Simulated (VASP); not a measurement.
# GaN (F-43m) in VASP: notebook

The runs below take GaN through relaxation of cell and atoms, single point, with LDA.

Everything below comes from runs of VASP 6.6.1. Logs are shortened: lines on timing, memory, paths and dates and some standing lists are left out, and cuts for length are marked.

### 1 The cell of the first run

It takes space group F-43m (No. 216, cubic). The conventional cell has a = 4.507 Å, b = 4.507 Å, c = 4.507 Å, α = 90.00°, β = 90.00°, γ = 90.00°. Ga (site symmetry -43m) has 4 N at 1.95 Å within 2.6 Å. N (site symmetry -43m) has 4 Ga at 1.95 Å within 2.6 Å.

### 2 Relaxation of cell and atoms, LDA

INCAR

```
PREC = Accurate ; ENCUT = 600
EDIFF = 1E-6 ; ISMEAR = -1
SIGMA = 0.1 ; LREAL = False
LASPH = True ; NELM = 60
ALGO = Normal ; ISIF = 3
LWAVE = False ; LCHARG = False
GGA = CA ; IBRION = 2
NSW = 100 ; EDIFFG = -0.002
```

KPOINTS

```
regular mesh
0
Gamma
  14 14 14
```

POSCAR

```
GaN
1.0
    0.0000000000      2.2535006075      2.2535006075
    2.2535006075      0.0000000000      2.2535006075
    2.2535006075      2.2535006075      0.0000000000
Ga N
1 1
Direct
    0.0000000000      0.0000000000      0.0000000000
    0.2500000000      0.2500000000      0.2500000000
```

Potentials or basis: VASP PAW LDA potentials, release 64 (Ga_d, N).

The run is started by

```sh
> cat potpaw_LDA.64/Ga_d/POTCAR potpaw_LDA.64/N/POTCAR > POTCAR
> mpirun -np 1 vasp_std > vasp.out
```

OUTCAR:

```text
PREC = Accurate
   ENCUT = 600
   EDIFF = 1E-6
   ISMEAR = -1
   LREAL = False
   LASPH = True
   NELM = 60
   ISIF = 3
   GGA = CA
   IBRION = 2
   NSW = 100
   EDIFFG = -0.002

 ion  position               nearest neighbor table
   1  0.000  0.000  0.000-   2 1.95   2 1.95   2 1.95   2 1.95
   2  0.250  0.250  0.250-   1 1.95   1 1.95   1 1.95   1 1.95

  LATTYP: Found a face centered cubic cell.
 ALAT       =     4.5070012150

  Lattice vectors:

 A1 = (   0.0000000000,   2.2535006075,   2.2535006075)
 A2 = (   2.2535006075,   0.0000000000,   2.2535006075)
 A3 = (   2.2535006075,   2.2535006075,   0.0000000000)

Analysis of symmetry for initial positions (statically):
=====================================================================
 Subroutine PRICEL returns:
 Original cell was already a primitive cell.

 Routine SETGRP: Setting up the symmetry group for a
 face centered cubic supercell.

 Subroutine GETGRP returns: Found 24 space group operations
 (whereof 24 operations were pure point group operations)
 out of a pool of 48 trial point group operations.

The static configuration has the point symmetry T_d .

Analysis of symmetry for dynamics (positions and initial velocities):
=====================================================================
 Subroutine PRICEL returns:
 Original cell was already a primitive cell.

 Routine SETGRP: Setting up the symmetry group for a
 face centered cubic supercell.

 Subroutine GETGRP returns: Found 24 space group operations
 (whereof 24 operations were pure point group operations)
 out of a pool of 48 trial point group operations.

The dynamic configuration has the point symmetry T_d .

 Subroutine INISYM returns: Found 24 space group operations
 (whereof 24 operations are pure point group operations),
 and found     1 'primitive' translations

----------------------------------------------------------------------------------------

                                     Primitive cell

  volume of cell :      22.8877

  direct lattice vectors                    reciprocal lattice vectors
     0.000000000  2.253500607  2.253500607    -0.221877020  0.221877020  0.221877020
     2.253500607  0.000000000  2.253500607     0.221877020 -0.221877020  0.221877020
     2.253500607  2.253500607  0.000000000     0.221877020  0.221877020 -0.221877020

  length of vectors
     3.186931122  3.186931122  3.186931122     0.384302272  0.384302272  0.384302272

  position of ions in fractional coordinates (direct lattice)
     0.000000000  0.000000000  0.000000000
     0.250000000  0.250000000  0.250000000

  ion indices of the primitive-cell ions
   primitive index   ion index
                 1           1
                 2           2

----------------------------------------------------------------------------------------

 KPOINTS: regular mesh

Automatic generation of k-mesh.
 Grid dimensions read from file:
 generate k-points for:   14   14   14

 Generating k-lattice:

  Cartesian coordinates                     Fractional coordinates (reciprocal lattice)
    -0.015848359  0.015848359  0.015848359     0.071428571  0.000000000  0.000000000
     0.015848359 -0.015848359  0.015848359     0.000000000  0.071428571  0.000000000
     0.015848359  0.015848359 -0.015848359     0.000000000  0.000000000  0.071428571

  Length of vectors
     0.027450162  0.027450162  0.027450162

  Shift w.r.t. Gamma in fractional coordinates (k-lattice)
     0.000000000  0.000000000  0.000000000

 Subroutine IBZKPT returns following result:
 ===========================================

 Found    104 irreducible k-points:

 Following reciprocal coordinates:
            Coordinates               Weight
  0.000000  0.000000  0.000000      1.000000
  0.071429  0.000000  0.000000      8.000000
  0.142857  0.000000  0.000000      8.000000
  0.214286  0.000000  0.000000      8.000000
  0.285714  0.000000  0.000000      8.000000
  0.357143  0.000000  0.000000      8.000000
[... 16 lines left out ...]
  0.214286  0.142857  0.000000     24.000000
  0.285714  0.142857  0.000000     24.000000
 [... further k-points ...]
   k-points           NKPTS =    104   k-points in BZ     NKDIM =    104   number of bands    NBANDS=     13
   number of dos      NEDOS =    301   number of ions     NIONS =      2
   total plane-waves  NPLWV =  21952
   dimension x,y,z NGX =    28 NGY =   28 NGZ =   28
   dimension x,y,z NGXF=    56 NGYF=   56 NGZF=   56
   ions per type =               1   1
   NGX,Y,Z   is equivalent  to a cutoff of  14.61, 14.61, 14.61 a.u.
   NGXF,Y,Z  is equivalent  to a cutoff of  29.21, 29.21, 29.21 a.u.
 SYSTEM =  unknown system
   PREC   = accura    normal or accurate (medium, high low for compatibility)
   ISTART =      0    job   : 0-new  1-cont  2-samecut
   ICHARG =      2    charge: 1-file 2-atom 10-const
   ISPIN  =      1    spin polarized calculation?
   LNONCOLLINEAR =      F non collinear calculations
   LSORBIT =      F    spin-orbit coupling
   LASPH  =      T    aspherical Exc in radial PAW
   ENCUT  =  600.0 eV  44.10 Ry    6.64 a.u.   6.37  6.37  6.37*2*pi/ulx,y,z
   NELM   =     60;   NELMIN=  2; NELMDL= -5     # of ELM steps
   EDIFF  = 0.1E-05   stopping-criterion for ELM
   LREAL  =      F    real-space projection
   EDIFFG = -.2E-02   stopping-criterion for IOM
   NSW    =    100    number of steps for IOM
   IBRION =      2    ionic relax: 0-MD 1-quasi-New 2-CG
   NFREE  =      1    steps in history (QN), initial steepest desc. (CG)
   ISIF   =      3    stress and relaxation
   ISYM   =      2    0-nonsym 1-usesym 2-fastsym
   POTIM  = 0.5000    time-step for ionic-motion
   TEBEG  =    0.0;   TEEND  =   0.0 temperature during run
   PSTRESS=    0.0 pullay stress
   NELECT =      18.0000    total number of electrons
   NUPDOWN=      -1.0000    fix difference up-down
   EMIN   =  10.00;   EMAX   =-10.00  energy-range for DOS
   EFERMI =   0.00;   METHOD = LEGACY
   ISMEAR =    -1;   SIGMA  =   0.10  broadening in eV -4-tet -1-fermi 0-gaus
   EFERMI_NEDOS =   21; number of points for ismear=-14 and -15
   IALGO  =     38    algorithm
   IMIX   =      4    mixing-type and parameters
     AMIX     =   0.40;   BMIX     =  1.00
     AMIX_MAG =   1.60;   BMIX_MAG =  1.00
  volume/ion in A,a.u.               =      11.44        77.23
  Fermi-wavevector in a.u.,A,eV,Ry     =   1.511117  2.855596 31.068543  2.283473
  Thomas-Fermi vector in A             =   2.621216
   LORBIT       =      0    0 simple, 1 ext, 2 COOP (PROOUT), +10 PAW based schemes
   GGA     = CA    functional components
   LHFCALC =     F    Hartree Fock is set to
   AEXX    =    0.0000 exact exchange contribution
   IVDW    =     0    specifies the selected vdW correction
   LEPSILON=     F    determine dielectric tensor
   LRPA    =     F    only Hartree local field effects (RPA)
 conjugate gradient relaxation of ions
 non-spin polarized calculation
  energy-cutoff  :      600.00
  volume of cell :       22.89
 maximum number of plane-waves:       778
 NGX is ok and might be reduce to    28
   NGX = 13   NGY = 13   NGZ = 13

--------------------------------------- Ionic step        1  -------------------------------------------

 number of electron      18.0000005 magnetization

 Free energy of the ion-electron system (eV)
  ---------------------------------------------------
  ext. energy  EPLUGINS =         0.00000000
  ---------------------------------------------------
  free energy    TOTEN  =       -13.93342238 eV

  energy without entropy =      -13.93342094  energy(sigma->0) =      -13.93342166

------------------------ aborting loop because EDIFF is reached ----------------------------------------

  FORCE on cell =-STRESS in cart. coord.  units (eV):
  Direction    XX          YY          ZZ          XY          YZ          ZX
  --------------------------------------------------------------------------------------
  -------------------------------------------------------------------------------------
  Total       -0.7987684     -0.7987684     -0.7987684      0.0000000      0.0000000     -0.0000000
  in kB      -55.9150128    -55.9150128    -55.9150128      0.0000000      0.0000000     -0.0000000
  external PRESSURE =     -55.9150128 kB  Pullay stress =       0.0000000 kB
[... 165 lines left out ...]
  energy  without entropy=      -13.9454399582  energy(sigma->0) =      -13.94544026

--------------------------------------- Ionic step        6  -------------------------------------------

 number of electron      18.0000001 magnetization

 Free energy of the ion-electron system (eV)
  ---------------------------------------------------
  ext. energy  EPLUGINS =         0.00000000
  ---------------------------------------------------
  free energy    TOTEN  =       -13.94544321 eV

  energy without entropy =      -13.94544261  energy(sigma->0) =      -13.94544291

 E-fermi :   6.4933     XC(G=0): -12.2745

 val. band max:        5.3566903224   @ k =   0.0000   0.0000   0.0000
 cond. band min:       7.2937180744   @ k =   0.0000   0.0000   0.0000
 fundamental gap:      1.9370277520
 Fermi energy:         6.4933245851

 k-point     1 :       0.0000    0.0000    0.0000
  band No.  band energies     occupation
      1     -10.7024      2.00000
      2      -8.2273      2.00000
      3      -8.2273      2.00000
      4      -8.2273      2.00000
      5      -7.8789      2.00000
      6      -7.8789      2.00000
      7       5.3567      1.99998
      8       5.3567      1.99998
      9       5.3567      1.99998
     10       7.2937      0.00067
     11      15.6490      0.00000
     12      15.6490      0.00000
     13      15.6490      0.00000
[... 353 lines left out ...]
 k-point    24 :       0.2857    0.1429    0.0000
  band No.  band energies     occupation
      1     -10.0229      2.00000
      2      -8.1410      2.00000
      3      -8.1146      2.00000
      4      -7.9817      2.00000
      5      -7.8458      2.00000
      6      -7.7242      2.00000
      7       1.6179      2.00000
      8       4.1779      2.00000
      9       4.2230      2.00000
     10      10.1191      0.00000
     11      13.4640      0.00000
     12      15.8262      0.00000
     13      16.7732      0.00000

 [... further k-points ...]
[... 5 lines left out ...]
  --------------------------------------------------------------------------------------
  -------------------------------------------------------------------------------------
  Total       -0.0006350     -0.0006350     -0.0006350      0.0000000      0.0000000      0.0000000
  in kB       -0.0457653     -0.0457653     -0.0457653      0.0000000      0.0000000      0.0000000
  external PRESSURE =      -0.0457653 kB  Pullay stress =       0.0000000 kB
[... 17 lines left out ...]
  FREE ENERGIE OF THE ION-ELECTRON SYSTEM (eV)
  ---------------------------------------------------
  free  energy   TOTEN  =       -13.9454432088 eV

  energy  without entropy=      -13.9454426091  energy(sigma->0) =      -13.94544291

 reached required accuracy - stopping structural energy minimisation
```

It took 59 s on 1 thread of Intel Xeon 6975P-C (Granite Rapids), shared host; peak memory 0.18 GiB.

Results:

* Free energy: -13.9454 eV
* Relaxed volume: 11.12 Å³/atom
* Relaxed cell: a = 3.156 Å, b = 3.156 Å, c = 3.156 Å, α = 60.00°, β = 60.00°, γ = 60.00°
* Space group after relaxing (to 0.05 Å): F-43m (No. 216)
* Energy gained by relaxing: 6.0 meV/atom
* Ionic steps: 6
* Pressure after relaxing: 0.0 GPa
* Band gap on the k mesh: 1.94 eV, direct

Step by step:
| step | energy change (eV) | largest force (eV/Å) | pressure (GPa) | volume (Å³) |
| --- | --- | --- | --- | --- |
| 1 | 0.0000 | 0.0000 | -5.59 | 22.89 |
| 2 | -0.0003 | 0.0000 | 6.10 | 21.59 |
| 3 | -0.0120 | 0.0000 | 0.07 | 22.22 |
| 4 | -0.0120 | 0.0000 | -0.17 | 22.23 |
| 5 | -0.0120 | 0.0000 | -0.18 | 22.23 |
| 6 | -0.0120 | 0.0000 | 0.00 | 22.23 |

Final structure:
```yaml
crystal:
  lattice:
    - [0.00000, 2.23173, 2.23173]
    - [2.23173, 0.00000, 2.23173]
    - [2.23173, 2.23173, 0.00000]
  atoms:
    - { symbol: Ga, position: [0.00000, 0.00000, 0.00000] }
    - { symbol: N, position: [0.25000, 0.25000, 0.25000] }
```

(Part 1 of 2 ends here.)
